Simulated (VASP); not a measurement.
# Hf2C (Fm-3m) in VASP: relaxation of cell and atoms with PBE

Aim: the relaxation of cell and atoms of Hf2C with PBE.

Everything below comes from runs of VASP 6.6.1. Logs are shortened: lines on timing, memory, paths and dates and some standing lists are left out, and cuts for length are marked.

## 1. The cell of the first run

The structure is cubic, space group Fm-3m (No. 225). Conventional cell: a = 5.712 Å, b = 5.712 Å, c = 5.712 Å, α = 90.00°, β = 90.00°, γ = 90.00°. Within 3.3 Å of Hf (site symmetry -43m) lie 4 C at 2.47 Å and 6 Hf at 2.86 Å. C (site symmetry m-3m) has 8 Hf at 2.47 Å within 3.3 Å.

The cell was built from a structure type or drawn by symmetry, and may not be a known phase.

## 2. Relaxation of cell and atoms, PBE

INCAR

```
PREC = Accurate
ENCUT = 600
EDIFF = 1E-7
ISMEAR = 0
SIGMA = 0.1
LREAL = False
LASPH = True
NELM = 100
ALGO = Normal
ISIF = 3
LWAVE = False
LCHARG = False
GGA = PE
IBRION = 2
NSW = 100
EDIFFG = -0.01
```

KPOINTS

```
Automatic mesh
0
Gamma
  14 14 14
```

POSCAR

```
Hf2C
1.0
    0.0000000000      2.8559872357      2.8559872357
    2.8559872357      0.0000000000      2.8559872357
    2.8559872357      2.8559872357      0.0000000000
Hf C
2 1
Direct
    0.2500000000      0.2500000000      0.2500000000
    0.7500000000      0.7500000000      0.7500000000
    0.0000000000      0.0000000000      0.0000000000
```

Potentials or basis: VASP PAW PBE potentials, release 64 (Hf_pv, C).

The run is started by

```bash
$ cat potpaw_PBE.64/Hf_pv/POTCAR potpaw_PBE.64/C/POTCAR > POTCAR
$ mpirun -np 1 vasp_std > vasp.out
```

OUTCAR:

```text
PREC = Accurate
   ENCUT = 600
   EDIFF = 1E-7
   ISMEAR = 0
   LREAL = False
   LASPH = True
   NELM = 100
   ISIF = 3
   GGA = PE
   IBRION = 2
   NSW = 100
   EDIFFG = -0.01

 ion  position               nearest neighbor table
   1  0.250  0.250  0.250-   3 2.47   3 2.47   3 2.47   3 2.47   2 2.86   2 2.86   2 2.86   2 2.86
                             2 2.86   2 2.86
   2  0.750  0.750  0.750-   3 2.47   3 2.47   3 2.47   3 2.47   1 2.86   1 2.86   1 2.86   1 2.86
                             1 2.86   1 2.86
   3  0.000  0.000  0.000-   1 2.47   2 2.47   2 2.47   2 2.47   2 2.47   1 2.47   1 2.47   1 2.47

  LATTYP: Found a face centered cubic cell.
 ALAT       =     5.7119744714

  Lattice vectors:

 A1 = (   0.0000000000,   2.8559872357,   2.8559872357)
 A2 = (   2.8559872357,   0.0000000000,   2.8559872357)
 A3 = (   2.8559872357,   2.8559872357,   0.0000000000)

Analysis of symmetry for initial positions (statically):
=====================================================================
 Subroutine PRICEL returns:
 Original cell was already a primitive cell.

 Routine SETGRP: Setting up the symmetry group for a
 face centered cubic supercell.

 Subroutine GETGRP returns: Found 48 space group operations
 (whereof 48 operations were pure point group operations)
 out of a pool of 48 trial point group operations.

The static configuration has the point symmetry O_h .

Analysis of symmetry for dynamics (positions and initial velocities):
=====================================================================
 Subroutine PRICEL returns:
 Original cell was already a primitive cell.

 Routine SETGRP: Setting up the symmetry group for a
 face centered cubic supercell.

 Subroutine GETGRP returns: Found 48 space group operations
 (whereof 48 operations were pure point group operations)
 out of a pool of 48 trial point group operations.

The dynamic configuration has the point symmetry O_h .

 Subroutine INISYM returns: Found 48 space group operations
 (whereof 48 operations are pure point group operations),
 and found     1 'primitive' translations

----------------------------------------------------------------------------------------

                                     Primitive cell

  volume of cell :      46.5907

  direct lattice vectors                    reciprocal lattice vectors
     0.000000000  2.855987236  2.855987236    -0.175070810  0.175070810  0.175070810
     2.855987236  0.000000000  2.855987236     0.175070810 -0.175070810  0.175070810
     2.855987236  2.855987236  0.000000000     0.175070810  0.175070810 -0.175070810
[... 94 lines left out ...]
   POTIM  = 0.5000    time-step for ionic-motion
   TEBEG  =    0.0;   TEEND  =   0.0 temperature during run
   PSTRESS=    0.0 pullay stress
   NELECT =      24.0000    total number of electrons
   NUPDOWN=      -1.0000    fix difference up-down
   EMIN   =  10.00;   EMAX   =-10.00  energy-range for DOS
   EFERMI =   0.00;   METHOD = LEGACY
   ISMEAR =     0;   SIGMA  =   0.10  broadening in eV -4-tet -1-fermi 0-gaus
   EFERMI_NEDOS =   21; number of points for ismear=-14 and -15
   IALGO  =     38    algorithm
   IMIX   =      4    mixing-type and parameters
     AMIX     =   0.40;   BMIX     =  1.00
     AMIX_MAG =   1.60;   BMIX_MAG =  1.00
  volume/ion in A,a.u.               =      15.53       104.80
  Fermi-wavevector in a.u.,A,eV,Ry     =   1.312338  2.479959 23.432370  1.722231
  Thomas-Fermi vector in A             =   2.442737
   LORBIT       =      0    0 simple, 1 ext, 2 COOP (PROOUT), +10 PAW based schemes
   GGA     = PE    functional components
   LHFCALC =     F    Hartree Fock is set to
   AEXX    =    0.0000 exact exchange contribution
   IVDW    =     0    specifies the selected vdW correction
   LEPSILON=     F    determine dielectric tensor
   LRPA    =     F    only Hartree local field effects (RPA)
 conjugate gradient relaxation of ions
 non-spin polarized calculation
 Gauss-broadening in eV      SIGMA  =   0.10
  energy-cutoff  :      600.00
  volume of cell :       46.59
 maximum number of plane-waves:      1588
   NGX = 17   NGY = 17   NGZ = 17

--------------------------------------- Ionic step        1  -------------------------------------------

 number of electron      23.9999999 magnetization

 Free energy of the ion-electron system (eV)
  ---------------------------------------------------
  ext. energy  EPLUGINS =         0.00000000
  ---------------------------------------------------
  free energy    TOTEN  =       -28.74011400 eV

  energy without entropy =      -28.72795433  energy(sigma->0) =      -28.73403416

------------------------ aborting loop because EDIFF is reached ----------------------------------------

  FORCE on cell =-STRESS in cart. coord.  units (eV):
  Direction    XX          YY          ZZ          XY          YZ          ZX
  --------------------------------------------------------------------------------------
  -------------------------------------------------------------------------------------
  Total       -0.3144803     -0.3144803     -0.3144803      0.0000000     -0.0000000      0.0000000
  in kB      -10.8144696    -10.8144696    -10.8144696      0.0000000     -0.0000000      0.0000000
  external PRESSURE =     -10.8144696 kB  Pullay stress =       0.0000000 kB
[... 61 lines left out ...]
--------------------------------------- Ionic step        3  -------------------------------------------

 number of electron      23.9999999 magnetization

 Free energy of the ion-electron system (eV)
  ---------------------------------------------------
  ext. energy  EPLUGINS =         0.00000000
  ---------------------------------------------------
  free energy    TOTEN  =       -28.74117320 eV

  energy without entropy =      -28.72915454  energy(sigma->0) =      -28.73516387

 E-fermi :   6.1193     XC(G=0): -11.9025

 val. band max:        6.1126209788   @ k =  -0.3571   0.3571   0.0714
 cond. band min:       6.1232662880   @ k =  -0.2857   0.3571   0.1429
 fundamental gap:      0.0106453092
 Fermi energy:         6.1193182783

 k-point     1 :       0.0000    0.0000    0.0000
  band No.  band energies     occupation
      1     -24.7239      2.00000
      2     -24.7239      2.00000
      3     -24.7239      2.00000
      4     -23.8902      2.00000
      5     -23.8902      2.00000
      6     -23.8902      2.00000
[... 433 lines left out ...]
      3     -24.3666      2.00000
      4     -24.3479      2.00000
      5     -23.9076      2.00000
      6     -23.8983      2.00000
[... 8 lines left out ...]
     15       8.9770      0.00000
     16       9.0507      0.00000

 [... further k-points ...]
[... 5 lines left out ...]
  --------------------------------------------------------------------------------------
  -------------------------------------------------------------------------------------
  Total        0.0016403      0.0016403      0.0016403      0.0000000     -0.0000000      0.0000000
  in kB        0.0567871      0.0567871      0.0567871      0.0000000     -0.0000000      0.0000000
  external PRESSURE =       0.0567871 kB  Pullay stress =       0.0000000 kB
[... 18 lines left out ...]
  FREE ENERGIE OF THE ION-ELECTRON SYSTEM (eV)
  ---------------------------------------------------
  free  energy   TOTEN  =       -28.7411732026 eV

  energy  without entropy=      -28.7291545379  energy(sigma->0) =      -28.73516387

 reached required accuracy - stopping structural energy minimisation
```

OSZICAR:

```text
N       E                     dE             d eps       ncg     rms          rms(c)
DAV:   1     0.747047364824E+02    0.74705E+02   -0.15140E+04  3328   0.163E+03
DAV:   2    -0.278602823122E+02   -0.10257E+03   -0.10141E+03  4280   0.315E+02
DAV:   3    -0.313640723370E+02   -0.35038E+01   -0.34241E+01  4688   0.407E+01
[... 27 lines left out ...]
DAV:   4    -0.287411886187E+02    0.96881E-04   -0.29555E-04  4504   0.136E-01    0.193E-01
DAV:   5    -0.287411750163E+02    0.13602E-04   -0.20097E-05  4184   0.266E-02    0.533E-02
DAV:   6    -0.287411728702E+02    0.21461E-05   -0.28965E-06  4432   0.108E-02    0.106E-02
DAV:   7    -0.287411731383E+02   -0.26810E-06   -0.95128E-08  3648   0.205E-03    0.190E-03
DAV:   8    -0.287411732026E+02   -0.64246E-07   -0.24680E-08  2168   0.119E-03
   3 F= -.28741173E+02 E0= -.28735164E+02  d E =-.105921E-02
```

CONTCAR:

```text
Hf2C
   1.00000000000000
     0.0000000000000000    2.8496339281053369    2.8496339281053369
     2.8496339281053369   -0.0000000000000000    2.8496339281053369
     2.8496339281053369    2.8496339281053369    0.0000000000000000
  Hf              C
     2     1
Direct
     0.2500000000000000    0.2500000000000000    0.2500000000000000
     0.7500000000000000    0.7500000000000000    0.7500000000000000
     0.0000000000000000    0.0000000000000000    0.0000000000000000

  0.00000000E+00  0.00000000E+00  0.00000000E+00
  0.00000000E+00  0.00000000E+00  0.00000000E+00
  0.00000000E+00  0.00000000E+00  0.00000000E+00
```

It took 4.6 min on 1 thread of Intel Xeon 8259CL, shared host; peak memory 0.26 GiB.

What came out:

- Free energy: -28.7412 eV
- Relaxed volume: 15.43 Å³/atom
- Relaxed cell: a = 4.030 Å, b = 4.030 Å, c = 4.030 Å, α = 60.00°, β = 60.00°, γ = 60.00°
- Space group after relaxing (to 0.1 Å): Fm-3m (No. 225)
- Energy gained by relaxing: 0.4 meV/atom
- Ionic steps: 3
- Pressure after relaxing: 0.0 GPa
- Band gap on the k mesh: zero (bands 12 and 13 overlap by 1.60 eV)

Step by step:
| step | energy change (eV) | largest force (eV/Å) | pressure (GPa) | volume (Å³) |
| --- | --- | --- | --- | --- |
| 1 | 0.0000 | 0.0000 | -1.08 | 46.59 |
| 2 | 0.0007 | 0.0000 | 1.44 | 45.89 |
| 3 | -0.0011 | 0.0000 | 0.01 | 46.28 |

Final structure:
```
Hf C
1.0
     0.00000    2.84963    2.84963
     2.84963    0.00000    2.84963
     2.84963    2.84963    0.00000
Hf C
2 1
Cartesian
  1.4248 1.4248 1.4248
  4.2745 4.2745 4.2745
  0.0000 0.0000 0.0000
```

Caveat: spin-orbit coupling is left out, which moves the levels of the heavy elements.
